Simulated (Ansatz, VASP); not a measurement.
One calculation of Al, two programs

File POSCAR:

```
Al
1.0
    0.0000000000      1.9913294518      2.0908959244
    1.9913294518      0.0000000000      2.0908959244
    1.9913294518      1.9913294518      0.0000000000
Al
1
Direct
    0.0000000000      0.0000000000      0.0000000000
```

INCAR.step1

```
SYSTEM = Al
PREC     = Accurate       ! precision mode
ENCUT    = 520            ! plane-wave cutoff, eV
ISMEAR   = 0              ! smearing method
SIGMA    = 0.15           ! smearing width, eV
LREAL    = .False.        ! projectors in reciprocal space
LASPH    = .True.         ! aspherical terms in the spheres
NELM     = 60             ! most SCF steps
NBANDS   = 8              ! bands
GGA      = PE             ! functional
ALGO     = Normal         ! electronic algorithm
EDIFF    = 1E-4           ! SCF threshold, eV
LWAVE    = .True.         ! write WAVECAR
LCHARG   = .False.        ! write CHGCAR
```

The input INCAR.step2:

```
SYSTEM = Al
PREC     = Accurate       ! precision mode
ENCUT    = 520            ! plane-wave cutoff, eV
EDIFF    = 1E-6           ! SCF threshold, eV
ISMEAR   = 0              ! smearing method
SIGMA    = 0.15           ! smearing width, eV
LREAL    = .False.        ! projectors in reciprocal space
LASPH    = .True.         ! aspherical terms in the spheres
NELM     = 60             ! most SCF steps
ALGO     = Normal         ! electronic algorithm
ISIF     = 2              ! what is computed and relaxed
LWAVE    = .False.        ! write WAVECAR
LCHARG   = .False.        ! write CHGCAR
METAGGA  = R2SCAN         ! meta-GGA
LMIXTAU  = .True.       
NBANDS   = 8              ! bands
ISTART   = 1
```

KPOINTS

```
Automatic mesh
0
Gamma
  22 22 22
  0 0 0
```

Input for Ansatz:

```yaml
crystal:
  lattice:
    - [0.0, 1.9913294518, 2.0908959244]
    - [1.9913294518, 0.0, 2.0908959244]
    - [1.9913294518, 1.9913294518, 0.0]
  atoms:
    - { symbol: Al, position: [0.0, 0.0, 0.0] }
basis:
  ecutwfc: 500
kpoints:
  mp_grid: { grid: [22, 22, 22] }
hamiltonian:
  xc: r2scan
scf:
  occupations: { method: gaussian, width: 0.15 }
output:
  forces: true
  stress: true
  eigenvalues: true
```

Alike in both runs: task single point; functional r2SCAN; k mesh 22 × 22 × 22; occupations gaussian, width 0.15 eV; no spin polarisation.

|  | VASP | Ansatz |
| --- | --- | --- |
| version | VASP 6.6.1 | Ansatz 0.2.0 |
| potentials or method | VASP PAW PBE potentials, release 64 (Al), cutoff 520 eV | scalar-relativistic, plane waves, PAW |
| valence electrons in the cell | 3 | 3 |

|  | VASP | Ansatz | Ansatz less VASP |
| --- | --- | --- | --- |
| gap on the k mesh at the Fermi level (eV) | none | none | - |
| pressure (GPa) | -3.5 | -3.2 | +0.29 |
| traceless stress, the component that is largest in VASP (GPa) | -2.20 | -2.20 | -0.001 |

VASP's potentials were made for PBE, not for r2SCAN. A gap of «none» marks a metal or a gap that the smearing closes.
